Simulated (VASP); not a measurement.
# Sn3Se (Fm-3m) in VASP: a series of runs

Runs on Sn3Se. Level: PBEsol. Tasks: single point.

Program: VASP 6.6.1. These are calculated values, not measurements. Logs are shortened: lines on timing, memory, paths and dates and some standing lists are left out, and cuts for length are marked.

## 1. The cell of the first run

The structure is cubic, space group Fm-3m (No. 225). The conventional cell has a = 7.316 Å, b = 7.316 Å, c = 7.316 Å, α = 90.00°, β = 90.00°, γ = 90.00°. Within 4.2 Å of Sn (site symmetry -43m) lie 10 Sn at 3.17 to 3.66 Å and 4 Se at 3.17 Å. Sn (site symmetry m-3m) has 8 Sn at 3.17 Å and 6 Se at 3.66 Å within 4.2 Å. Se (site symmetry m-3m) has 14 Sn at 3.17 to 3.66 Å within 4.2 Å.

## 2. Single point, PBEsol

Input file INCAR:

```
SYSTEM = Sn3Se
  ALGO = Normal
  EDIFF = 1E-7
  ENCUT = 520
  GGA = PS
  ISIF = 2
  ISMEAR = 0
  LASPH = .TRUE.
  LCHARG = .TRUE.
  LELF = .TRUE.
  LREAL = .FALSE.
  LVHAR = .TRUE.
  LWAVE = .FALSE.
  NBANDS = 32
  NELM = 80
  PREC = Accurate
  SIGMA = 0.1
```

Input file KPOINTS:

```
k-points
0
G
  10 10 10
  0 0 0
```

Input file POSCAR:

```
Sn3Se
1.0
    0.0000000000      3.6581854746      3.6581854746
    3.6581854746      0.0000000000      3.6581854746
    3.6581854746      3.6581854746      0.0000000000
Sn Se
3 1
Direct
    0.2500000000      0.2500000000      0.2500000000
    0.7500000000      0.7500000000      0.7500000000
    0.5000000000      0.5000000000      0.5000000000
    0.0000000000      0.0000000000      0.0000000000
```

Potentials or basis: VASP PAW PBE potentials, release 64 (Sn_d, Se).

Command:

```
$ cat potpaw_PBE.64/Sn_d/POTCAR potpaw_PBE.64/Se/POTCAR > POTCAR
$ mpirun -np 1 vasp_std > vasp.out
```

OUTCAR:

```text
SYSTEM = Sn3Se
   EDIFF = 1E-7
   ENCUT = 520
   GGA = PS
   ISIF = 2
   ISMEAR = 0
   LASPH = .TRUE.
   LREAL = .FALSE.
   NELM = 80
   PREC = Accurate

 ion  position               nearest neighbor table
   1  0.250  0.250  0.250-   4 3.17   4 3.17   4 3.17   3 3.17   4 3.17   3 3.17   3 3.17   3 3.17
                             2 3.66   2 3.66   2 3.66   2 3.66   2 3.66   2 3.66
   2  0.750  0.750  0.750-   3 3.17   3 3.17   3 3.17   3 3.17   4 3.17   4 3.17   4 3.17   4 3.17
                             1 3.66   1 3.66   1 3.66   1 3.66   1 3.66   1 3.66
   3  0.500  0.500  0.500-   1 3.17   1 3.17   1 3.17   1 3.17   2 3.17   2 3.17   2 3.17   2 3.17

   4  0.000  0.000  0.000-   2 3.17   2 3.17   2 3.17   1 3.17   2 3.17   1 3.17   1 3.17   1 3.17

  LATTYP: Found a face centered cubic cell.
 ALAT       =     7.3163709492

  Lattice vectors:

 A1 = (   0.0000000000,   3.6581854746,   3.6581854746)
 A2 = (   3.6581854746,   0.0000000000,   3.6581854746)
 A3 = (   3.6581854746,   3.6581854746,   0.0000000000)

Analysis of symmetry for initial positions (statically):
=====================================================================
 Subroutine PRICEL returns:
 Original cell was already a primitive cell.

 Routine SETGRP: Setting up the symmetry group for a
 face centered cubic supercell.

 Subroutine GETGRP returns: Found 48 space group operations
 (whereof 48 operations were pure point group operations)
 out of a pool of 48 trial point group operations.

The static configuration has the point symmetry O_h .

Analysis of symmetry for dynamics (positions and initial velocities):
=====================================================================
 Subroutine PRICEL returns:
 Original cell was already a primitive cell.

 Routine SETGRP: Setting up the symmetry group for a
 face centered cubic supercell.

 Subroutine GETGRP returns: Found 48 space group operations
 (whereof 48 operations were pure point group operations)
 out of a pool of 48 trial point group operations.

The dynamic configuration has the point symmetry O_h .

 Subroutine INISYM returns: Found 48 space group operations
 (whereof 48 operations are pure point group operations),
 and found     1 'primitive' translations

----------------------------------------------------------------------------------------

                                     Primitive cell

  volume of cell :      97.9100

  direct lattice vectors                    reciprocal lattice vectors
     0.000000000  3.658185475  3.658185475    -0.136679784  0.136679784  0.136679784
     3.658185475  0.000000000  3.658185475     0.136679784 -0.136679784  0.136679784
     3.658185475  3.658185475  0.000000000     0.136679784  0.136679784 -0.136679784

  length of vectors
     5.173455512  5.173455512  5.173455512     0.236736330  0.236736330  0.236736330

  position of ions in fractional coordinates (direct lattice)
     0.250000000  0.250000000  0.250000000
     0.750000000  0.750000000  0.750000000
     0.500000000  0.500000000  0.500000000
     0.000000000  0.000000000  0.000000000

  ion indices of the primitive-cell ions
   primitive index   ion index
                 1           1
                 2           2
                 3           3
                 4           4

----------------------------------------------------------------------------------------

 KPOINTS: k-points

Automatic generation of k-mesh.
 Grid dimensions read from file:
 generate k-points for:   10   10   10

 Generating k-lattice:

  Cartesian coordinates                     Fractional coordinates (reciprocal lattice)
    -0.013667978  0.013667978  0.013667978     0.100000000  0.000000000  0.000000000
     0.013667978 -0.013667978  0.013667978     0.000000000  0.100000000  0.000000000
     0.013667978  0.013667978 -0.013667978     0.000000000  0.000000000  0.100000000

  Length of vectors
     0.023673633  0.023673633  0.023673633

  Shift w.r.t. Gamma in fractional coordinates (k-lattice)
     0.000000000  0.000000000  0.000000000

 Subroutine IBZKPT returns following result:
 ===========================================

 Found     47 irreducible k-points:

 Following reciprocal coordinates:
            Coordinates               Weight
  0.000000  0.000000  0.000000      1.000000
  0.100000  0.000000  0.000000      8.000000
  0.200000  0.000000  0.000000      8.000000
  0.300000  0.000000  0.000000      8.000000
  0.400000  0.000000  0.000000      8.000000
  0.500000  0.000000  0.000000      4.000000
[... 16 lines left out ...]
  0.300000  0.300000  0.000000      6.000000
  0.400000  0.300000  0.000000     24.000000
 [... further k-points ...]
   k-points           NKPTS =     47   k-points in BZ     NKDIM =     47   number of bands    NBANDS=     32
   number of dos      NEDOS =    301   number of ions     NIONS =      4
   total plane-waves  NPLWV =  64000
   dimension x,y,z NGX =    40 NGY =   40 NGZ =   40
   dimension x,y,z NGXF=    80 NGYF=   80 NGZF=   80
   ions per type =               3   1
   NGX,Y,Z   is equivalent  to a cutoff of  12.85, 12.85, 12.85 a.u.
   NGXF,Y,Z  is equivalent  to a cutoff of  25.71, 25.71, 25.71 a.u.
 SYSTEM =  Sn3Se
   PREC   = accura    normal or accurate (medium, high low for compatibility)
   ISTART =      0    job   : 0-new  1-cont  2-samecut
   ICHARG =      2    charge: 1-file 2-atom 10-const
   ISPIN  =      1    spin polarized calculation?
   LNONCOLLINEAR =      F non collinear calculations
   LSORBIT =      F    spin-orbit coupling
   LASPH  =      T    aspherical Exc in radial PAW
   ENCUT  =  520.0 eV  38.22 Ry    6.18 a.u.   9.62  9.62  9.62*2*pi/ulx,y,z
   NELM   =     80;   NELMIN=  2; NELMDL= -5     # of ELM steps
   EDIFF  = 0.1E-06   stopping-criterion for ELM
   LREAL  =      F    real-space projection
   EDIFFG = 0.1E-05   stopping-criterion for IOM
   NSW    =      0    number of steps for IOM
   IBRION =     -1    ionic relax: 0-MD 1-quasi-New 2-CG
   NFREE  =      0    steps in history (QN), initial steepest desc. (CG)
   ISIF   =      2    stress and relaxation
   ISYM   =      2    0-nonsym 1-usesym 2-fastsym
   POTIM  = 0.5000    time-step for ionic-motion
   TEBEG  =    0.0;   TEEND  =   0.0 temperature during run
   PSTRESS=    0.0 pullay stress
   NELECT =      48.0000    total number of electrons
   NUPDOWN=      -1.0000    fix difference up-down
   EMIN   =  10.00;   EMAX   =-10.00  energy-range for DOS
   EFERMI =   0.00;   METHOD = LEGACY
   ISMEAR =     0;   SIGMA  =   0.10  broadening in eV -4-tet -1-fermi 0-gaus
   EFERMI_NEDOS =   21; number of points for ismear=-14 and -15
   IALGO  =     38    algorithm
   IMIX   =      4    mixing-type and parameters
     AMIX     =   0.40;   BMIX     =  1.00
     AMIX_MAG =   1.60;   BMIX_MAG =  1.00
  volume/ion in A,a.u.               =      24.48       165.18
  Fermi-wavevector in a.u.,A,eV,Ry     =   1.290861  2.439374 22.671693  1.666322
  Thomas-Fermi vector in A             =   2.422667
   LORBIT       =      0    0 simple, 1 ext, 2 COOP (PROOUT), +10 PAW based schemes
   GGA     = PS    functional components
   LHFCALC =     F    Hartree Fock is set to
   AEXX    =    0.0000 exact exchange contribution
   IVDW    =     0    specifies the selected vdW correction
   LEPSILON=     F    determine dielectric tensor
   LRPA    =     F    only Hartree local field effects (RPA)
 non-spin polarized calculation
 Gauss-broadening in eV      SIGMA  =   0.10
  energy-cutoff  :      520.00
  volume of cell :       97.91
 maximum number of plane-waves:      2685
   NGX = 19   NGY = 19   NGZ = 19

 number of electron      47.9999980 magnetization

 Free energy of the ion-electron system (eV)
  ---------------------------------------------------
  ext. energy  EPLUGINS =         0.00000000
  ---------------------------------------------------
  free energy    TOTEN  =       -16.69117871 eV

  energy without entropy =      -16.68007887  energy(sigma->0) =      -16.68562879

 E-fermi :   7.8054     XC(G=0): -10.7202

 val. band max:        7.7675967866   @ k =   0.4000   0.3000   0.0000
 cond. band min:       7.8152413143   @ k =   0.5000   0.4000   0.0000
 fundamental gap:      0.0476445276
 Fermi energy:         7.8054024452

 k-point     1 :       0.0000    0.0000    0.0000
  band No.  band energies     occupation
      1     -13.7035      2.00000
      2     -13.7035      2.00000
      3     -13.6597      2.00000
      4     -13.6597      2.00000
      5     -13.6597      2.00000
      6     -13.6549      2.00000
[... 24 lines left out ...]
     31      14.8163      0.00000
     32      14.8163      0.00000

 k-point     2 :       0.1000    0.0000    0.0000
  band No.  band energies     occupation
      1     -13.6998      2.00000
      2     -13.6998      2.00000
      3     -13.6725      2.00000
      4     -13.6660      2.00000
      5     -13.6660      2.00000
      6     -13.6495      2.00000
[... 24 lines left out ...]
     31      14.1529      0.00000
     32      14.6793      0.00000

 k-point     3 :       0.2000    0.0000    0.0000
  band No.  band energies     occupation
      1     -13.6895      2.00000
      2     -13.6895      2.00000
      3     -13.6811      2.00000
      4     -13.6743      2.00000
      5     -13.6743      2.00000
      6     -13.6434      2.00000
[... 24 lines left out ...]
     31      12.8892      0.00000
     32      14.2353      0.00000

 k-point     4 :       0.3000    0.0000    0.0000
  band No.  band energies     occupation
      1     -13.6821      2.00000
      2     -13.6821      2.00000
      3     -13.6811      2.00000
      4     -13.6736      2.00000
      5     -13.6736      2.00000
      6     -13.6387      2.00000
[... 654 lines left out ...]
     31      13.8112      0.00000
     32      14.1539      0.00000

 k-point    23 :       0.3000    0.3000    0.0000
  band No.  band energies     occupation
      1     -13.6923      2.00000
      2     -13.6923      2.00000
      3     -13.6878      2.00000
      4     -13.6760      2.00000
      5     -13.6458      2.00000
      6     -13.6424      2.00000
[... 24 lines left out ...]
     31      12.5376      0.00000
     32      12.6479      0.00000

 k-point    24 :       0.4000    0.3000    0.0000
  band No.  band energies     occupation
      1     -13.6940      2.00000
      2     -13.6929      2.00000
      3     -13.6812      2.00000
      4     -13.6745      2.00000
      5     -13.6514      2.00000
      6     -13.6334      2.00000
[... 24 lines left out ...]
     31      12.6327      0.00000
     32      13.2855      0.00000

 [... further k-points ...]
[... 5 lines left out ...]
  --------------------------------------------------------------------------------------
  -------------------------------------------------------------------------------------
  Total       -0.0170144     -0.0170144     -0.0170144      0.0000000      0.0000000      0.0000000
  in kB       -0.2784204     -0.2784204     -0.2784204      0.0000000      0.0000000      0.0000000
  external PRESSURE =      -0.2784204 kB  Pullay stress =       0.0000000 kB

 VOLUME and BASIS-vectors are now :
 -----------------------------------------------------------------------------
  energy-cutoff  :      520.00
  volume of cell :       97.91
      direct lattice vectors                 reciprocal lattice vectors
     0.000000000  3.658185475  3.658185475    -0.136679784  0.136679784  0.136679784
     3.658185475  0.000000000  3.658185475     0.136679784 -0.136679784  0.136679784
     3.658185475  3.658185475  0.000000000     0.136679784  0.136679784 -0.136679784

 POSITION                                       TOTAL-FORCE (eV/Angst)
 -----------------------------------------------------------------------------------
      1.82909      1.82909      1.82909        -0.000000     -0.000000     -0.000000
      5.48728      5.48728      5.48728         0.000000      0.000000      0.000000
      3.65819      3.65819      3.65819         0.000000      0.000000      0.000000
      0.00000      0.00000      0.00000         0.000000      0.000000      0.000000
 -----------------------------------------------------------------------------------
    total drift:                               -0.000000     -0.000000      0.000000

  FREE ENERGIE OF THE ION-ELECTRON SYSTEM (eV)
  ---------------------------------------------------
  free  energy   TOTEN  =       -16.6911787145 eV

  energy  without entropy=      -16.6800788673  energy(sigma->0) =      -16.68562879
```

Run time: 3.1 min. Hardware: 1 thread of Intel Xeon Platinum 8488C (Sapphire Rapids), shared host; peak memory 0.31 GiB.

What came out:

- Free energy: -16.6912 eV
- Pressure: 0.0 GPa
- Band gap on the k mesh: zero (bands 24 and 25 overlap by 2.23 eV)

Levels at points of the mesh, in eV from the Fermi level:
```csv
k point,band 20,band 21,band 22,band 23,band 24,band 25,band 26,band 27,band 28,band 29
"(0.00, 0.00, 0.00)",-3.10,-3.10,-2.60,-1.49,-1.49,-1.49,-0.65,-0.65,-0.65,4.00
"(0.50, 0.00, 0.00)",-3.63,-3.63,-2.37,-2.37,-0.80,0.46,2.18,2.18,3.54,3.54
"(0.50, 0.50, 0.00)",-5.18,-5.18,-0.25,0.48,0.48,1.13,2.84,2.84,3.50,4.34
```

Caveat: the PAW data sets were made with another functional, which shifts forces and pressure a little; spin-orbit coupling is left out, which moves the levels of the heavy elements.

## 3. Single point, PBEsol

Input file INCAR:

```
ALGO = Normal
EDIFF = 1E-6
ENCUT = 520
GGA = PS
ISIF = 2
ISMEAR = 0
LASPH = True
LCHARG = False
LREAL = False
LWAVE = False
NBANDS = 32
NELM = 80
PREC = Accurate
SIGMA = 0.15
```

Input file KPOINTS:

```
k-points
0
Gamma
  12 12 12
```

POSCAR is that of step 2.

Potentials or basis: VASP PAW PBE potentials, release 64 (Sn_d, Se).

Command:

```
$ cat potpaw_PBE.64/Sn_d/POTCAR potpaw_PBE.64/Se/POTCAR > POTCAR
$ mpirun -np 1 vasp_std > vasp.out
```

OUTCAR:

```text
EDIFF = 1E-6
   ENCUT = 520
   GGA = PS
   ISIF = 2
   ISMEAR = 0
   LASPH = True
   LREAL = False
   NELM = 80
   PREC = Accurate

 ion  position               nearest neighbor table
   1  0.250  0.250  0.250-   4 3.17   4 3.17   4 3.17   3 3.17   4 3.17   3 3.17   3 3.17   3 3.17
                             2 3.66   2 3.66   2 3.66   2 3.66   2 3.66   2 3.66
   2  0.750  0.750  0.750-   3 3.17   3 3.17   3 3.17   3 3.17   4 3.17   4 3.17   4 3.17   4 3.17
                             1 3.66   1 3.66   1 3.66   1 3.66   1 3.66   1 3.66
   3  0.500  0.500  0.500-   1 3.17   1 3.17   1 3.17   1 3.17   2 3.17   2 3.17   2 3.17   2 3.17

   4  0.000  0.000  0.000-   2 3.17   2 3.17   2 3.17   1 3.17   2 3.17   1 3.17   1 3.17   1 3.17

  LATTYP: Found a face centered cubic cell.
 ALAT       =     7.3163709492

  Lattice vectors:

 A1 = (   0.0000000000,   3.6581854746,   3.6581854746)
 A2 = (   3.6581854746,   0.0000000000,   3.6581854746)
 A3 = (   3.6581854746,   3.6581854746,   0.0000000000)

Analysis of symmetry for initial positions (statically):
=====================================================================
[... 176 lines left out ...]
 E-fermi :   7.7657     XC(G=0): -10.7203

 val. band max:        7.7634265414   @ k =  -0.3333   0.3333   0.1667
 cond. band min:       7.7810158564   @ k =  -0.2500   0.2500   0.0000
 fundamental gap:      0.0175893150
 Fermi energy:         7.7657326096

 k-point     1 :       0.0000    0.0000    0.0000
  band No.  band energies     occupation
      1     -13.6948      2.00000
      2     -13.6948      2.00000
      3     -13.6495      2.00000
      4     -13.6495      2.00000
      5     -13.6495      2.00000
      6     -13.6491      2.00000
[... 829 lines left out ...]
     31      13.5597      0.00000
     32      16.5109      0.00000

 [... further k-points ...]

------------------------ aborting loop because EDIFF is reached ----------------------------------------

  FORCE on cell =-STRESS in cart. coord.  units (eV):
  Direction    XX          YY          ZZ          XY          YZ          ZX
  --------------------------------------------------------------------------------------
  -------------------------------------------------------------------------------------
  Total        0.0757464      0.0757464      0.0757464      0.0000000      0.0000000      0.0000000
  in kB        1.2394962      1.2394962      1.2394962      0.0000000      0.0000000      0.0000000
  external PRESSURE =       1.2394962 kB  Pullay stress =       0.0000000 kB

 VOLUME and BASIS-vectors are now :
 -----------------------------------------------------------------------------
  energy-cutoff  :      520.00
  volume of cell :       97.91
      direct lattice vectors                 reciprocal lattice vectors
     0.000000000  3.658185475  3.658185475    -0.136679784  0.136679784  0.136679784
     3.658185475  0.000000000  3.658185475     0.136679784 -0.136679784  0.136679784
     3.658185475  3.658185475  0.000000000     0.136679784  0.136679784 -0.136679784

 POSITION                                       TOTAL-FORCE (eV/Angst)
 -----------------------------------------------------------------------------------
      1.82909      1.82909      1.82909        -0.000000     -0.000000     -0.000000
      5.48728      5.48728      5.48728         0.000000     -0.000000      0.000000
      3.65819      3.65819      3.65819        -0.000000      0.000000      0.000000
      0.00000      0.00000      0.00000        -0.000000      0.000000      0.000000
 -----------------------------------------------------------------------------------
    total drift:                               -0.000000     -0.000000      0.000000

  FREE ENERGIE OF THE ION-ELECTRON SYSTEM (eV)
  ---------------------------------------------------
  free  energy   TOTEN  =       -16.6938685728 eV

  energy  without entropy=      -16.6661081428  energy(sigma->0) =      -16.67998836
```

OSZICAR:

```text
N       E                     dE             d eps       ncg     rms          rms(c)
DAV:   1     0.449574381200E+03    0.44957E+03   -0.23794E+04  4784   0.227E+03
DAV:   2     0.423605048798E+02   -0.40721E+03   -0.39454E+03  4640   0.561E+02
DAV:   3    -0.143178594907E+02   -0.56678E+02   -0.54981E+02  5616   0.175E+02
DAV:   4    -0.167893104325E+02   -0.24715E+01   -0.24655E+01  5008   0.392E+01
DAV:   5    -0.168649746257E+02   -0.75664E-01   -0.75657E-01  6224   0.716E+00    0.380E+00
DAV:   6    -0.167063056125E+02    0.15867E+00   -0.26619E-01  6232   0.684E+00    0.227E+00
DAV:   7    -0.166975045948E+02    0.88010E-02   -0.10385E-01  5432   0.256E+00    0.105E+00
DAV:   8    -0.166942508093E+02    0.32538E-02   -0.13587E-02  5336   0.781E-01    0.190E-01
DAV:   9    -0.166938832709E+02    0.36754E-03   -0.11919E-03  5816   0.250E-01    0.538E-02
DAV:  10    -0.166938693262E+02    0.13945E-04   -0.26984E-04  5368   0.206E-01    0.200E-02
DAV:  11    -0.166938686243E+02    0.70189E-06   -0.35221E-05  6000   0.884E-02    0.662E-03
DAV:  12    -0.166938685728E+02    0.51583E-07   -0.38066E-06  4488   0.172E-02
   1 F= -.16693869E+02 E0= -.16679988E+02  d E =-.277604E-01
```

stdout:

```text
POSCAR found type information on POSCAR SnSe
 POSCAR found :  2 types and       4 ions
 scaLAPACK will be used
 -----------------------------------------------------------------------------
|                                                                             |
|                                                                             |
|     You enforced a specific xc type in the INCAR file but a different       |
|     I HOPE YOU KNOW WHAT YOU ARE DOING!                                     |
|                                                                             |
 -----------------------------------------------------------------------------

 LDA part: xc-table for (Slater+PW92), standard interpolation
 POSCAR, INCAR and KPOINTS ok, starting setup
 FFT: planning ... GRIDC
 FFT: planning ... GRID_SOFT
 FFT: planning ... GRID
 WAVECAR not read
 entering main loop
```

Run time: 3.8 min. Hardware: 1 thread of Intel Xeon Platinum 8488C (Sapphire Rapids), shared host; peak memory 0.36 GiB.

What came out:

* Free energy: -16.6939 eV
* Pressure: 0.1 GPa
* Band gap on the k mesh: zero (bands 24 and 25 overlap by 2.38 eV)

Caveat: the PAW data sets were made with another functional, which shifts forces and pressure a little; spin-orbit coupling is left out, which moves the levels of the heavy elements.

The gap in the log of VASP goes by the Fermi energy; the results here count the filled bands.